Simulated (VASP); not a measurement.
Input of a VASP 6.6.1 run:

INCAR

```
PREC     = Accurate       # precision mode
ENCUT    = 520            # plane-wave cutoff, eV
EDIFF    = 1E-6           # SCF threshold, eV
ISMEAR   = -1             # smearing method
SIGMA    = 0.05           # smearing width, eV
LREAL    = F              # projectors in reciprocal space
LASPH    = T              # aspherical terms in the spheres
NELM     = 60             # most SCF steps
ALGO     = Normal         # electronic algorithm
ISIF     = 2              # what is computed and relaxed
LWAVE    = F              # write WAVECAR
LCHARG   = T              # write CHGCAR
GGA      = PE             # functional
LELF     = T              # ELF
LVHAR    = T            
NBANDS   = 10             # bands
```

File KPOINTS:

```
Automatic mesh
0
Gamma
  11 11 11
```

POSCAR

```
Li
1.0
    0.0000000000      2.1704042944      2.1704042944
    2.1704042944      0.0000000000      2.1704042944
    2.1704042944      2.1704042944      0.0000000000
Li
2
Direct
   -0.1250000000     -0.1250000000     -0.1250000000
    0.1250000000      0.1250000000      0.1250000000
```

Potentials or basis: VASP PAW PBE potentials, release 64 (Li_sv).

The run is started by

```sh
$ cat potpaw_PBE.64/Li_sv/POTCAR > POTCAR
$ mpirun -np 1 vasp_std > vasp.out
```

(1) Predict the band gap on the k mesh.

Results:

(1) 0.27 eV, direct.
